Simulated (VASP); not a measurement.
Write the native input for VASP 6.6.1 that does the following.

```yaml
Task: single point
Functional: PBE
Potentials_or_basis: VASP PAW PBE potentials, release 64 (Ni, O)
Cutoff: 520 eV
k_mesh: 12 × 12 × 8
Occupations: gaussian, width 0.05 eV
Spin: collinear spin, antiferromagnetic start
Starting_moments: "[1.46, -1.46, 0.0, 0.0] μB"
Dipole_correction: no
Further_INCAR_settings: ALGO = Normal; EDIFF = 1e-06; NBANDS = 28
```

The structure of NiO lies in POSCAR:

```
NiO
1.0
    2.9130965603      0.0000000000      0.0000000000
   -1.4565482802      2.5228156249      0.0000000000
    0.0000000000      0.0000000000      5.0552182658
Ni O
2 2
Direct
    0.0000000000      0.0000000000      0.0000000000
    0.0000000000      0.0000000000      0.5000000000
    0.3333333333      0.6666666667      0.2499995579
    0.6666666667      0.3333333333      0.7500004421
```

One way to write it, as run:

INCAR

```
PREC = Accurate
ENCUT = 520
EDIFF = 1E-6
ISMEAR = 0
SIGMA = 0.05
LREAL = False
LASPH = True
NELM = 150
ALGO = Normal
ISIF = 2
LWAVE = False
LCHARG = False
ISPIN = 2
MAGMOM = 1.46 -1.46 0 0
LORBIT = 11
LMAXMIX = 4
GGA = PE
NBANDS = 28
```

KPOINTS

```
regular mesh
0
Gamma
  12 12 8
```

Potentials or basis: VASP PAW PBE potentials, release 64 (Ni, O).

Command:

```bash
$ cat potpaw_PBE.64/Ni/POTCAR potpaw_PBE.64/O/POTCAR > POTCAR
$ mpirun -np 1 vasp_std > vasp.out
```

Results of the run:

The pressure is -0.4 GPa, the band gap on the k mesh is 0.75 eV, indirect (least direct gap 0.84 eV) and the net moment is 0.00 μB per cell. The site moments are Ni +1.31, -1.31; O +0.00 μB. The valence electrons inside the program's atomic spheres are Ni 9.01; O 4.95.

Wall time 5.5 min on 1 thread of Oxide Virtual Turin-like Processor (shared host), peak memory 0.24 GiB.
